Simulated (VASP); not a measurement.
Here is a VASP 6.6.1 calculation.

File INCAR:

```
SYSTEM = GaIr5
ALGO = Fast
EDIFF = 1E-7
ENCUT = 520
GGA = PE
ISIF = 2
ISMEAR = 0
LASPH = .True.
LCHARG = .False.
LREAL = .False.
LWAVE = .False.
NBANDS = 38
NELM = 100
PREC = Accurate
SIGMA = 0.1
```

Contents of KPOINTS:

```
k-points
0
Gamma
  12 12 4
  0 0 0
```

POSCAR

```
GaIr5
1.0
    2.7633629590      0.0000000000      0.0000000000
    0.0000000000      2.7633629590      0.0000000000
    0.0000000000      0.0000000000     11.3654581098
Ga Ir
1 5
Direct
    0.5000000000      0.5000000000      0.0000000000
    0.5000000000      0.5000000000      0.3315790385
    0.5000000000      0.5000000000      0.6684209615
    0.0000000000      0.0000000000      0.1625090638
    0.0000000000      0.0000000000      0.8374909362
    0.0000000000      0.0000000000      0.5000000000
```

Potentials or basis: VASP PAW PBE potentials, release 64 (Ga_d, Ir).

Launch:

```bash
$ cat potpaw_PBE.64/Ga_d/POTCAR potpaw_PBE.64/Ir/POTCAR > POTCAR
$ mpirun -np 1 vasp_std > vasp.out
```

Task: Estimate the band gap on the k mesh.

Result: Zero (bands 29 and 30 overlap by 2.39 eV).

Task: Predict the pressure.

Result: 0.5 GPa.

Caveat: spin-orbit coupling is left out, which moves the levels of the heavy elements.
